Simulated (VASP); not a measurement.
A run of VASP 6.6.1 is set up as follows.

File INCAR:

```
PREC = Accurate ; ENCUT = 520
EDIFF = 1E-6 ; ISMEAR = -1
SIGMA = 0.08 ; LREAL = F
LASPH = T ; NELM = 100
ALGO = Normal ; ISIF = 2
LWAVE = F ; LCHARG = F
LDIPOL = T ; IDIPOL = 3
DIPOL = 0.5 0.5 0.500 ; GGA = PE
NBANDS = 12 ; EFIELD = -0.3
```

KPOINTS

```
Automatic mesh
0
Gamma
  13 13 1
```

The input POSCAR:

```
Nb
1.0
    2.8679417329      0.0000000000      0.0000000000
   -0.9559805776      2.7039213966      0.0000000000
    0.0000000000      0.0000000000     16.0000000000
Nb
1
Direct
    0.0000000000      0.0000000000      0.5000000000
```

Potentials or basis: VASP PAW PBE potentials, release 64 (Nb_sv).

The run is started by

```console
$ cat potpaw_PBE.64/Nb_sv/POTCAR > POTCAR
$ mpirun -np 1 vasp_std > vasp.out
```

(1) What does it give for the band gap on the k mesh?

Results:

(1) zero (an odd number of electrons rules out a gap without spin polarisation).
